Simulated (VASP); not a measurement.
Runs of VASP 6.6.1 on Y. The structure is that of space group P6/mmm (No. 191), or close to it. The cells are those of the table. This isn't the form of Y at room conditions, which is hcp.

```tsv
cell	k mesh	gap on the mesh (eV)	pressure (GPa)
a = 5.550, b = 5.550, c = 3.466 Å, angles 90.0, 90.0, 120.0°, 3 atoms	7 × 7 × 10	none	3.4
a = 5.926, b = 5.926, c = 3.701 Å, angles 90.0, 90.0, 120.0°, 3 atoms	7 × 7 × 10	none	(b)
a = 5.630, b = 5.630, c = 3.516 Å, angles 90.0, 90.0, 120.0°, 3 atoms	7 × 7 × 10	none	1.5
a = 5.707, b = 5.707, c = 3.564 Å, angles 90.0, 90.0, 120.0°, 3 atoms	9 × 9 × 12	none	(a)
a = 5.855, b = 5.855, c = 3.657 Å, angles 90.0, 90.0, 120.0°, 3 atoms	7 × 7 × 10	none	-2.6
```

Alike in all rows: task single point; level revPBE; potentials or basis VASP PAW PBE potentials, release 64 (Y_sv); no spin polarisation; cutoff (eV) 520; smearing fermi-dirac 0.1 eV.

**Question.** Fill in the values left out.

**Answer.** (a) -0.1; (b) -3.6.

Caveats: the PAW data sets were made with another functional, which shifts forces and pressure a little; the cell stands under pressure (at least some runs); the cell stands under tension (at least some runs).

A k mesh can miss the band edges, and the runs leave out spin-orbit coupling on Y.

A gap of «none» marks levels without a gap at the run's occupations.
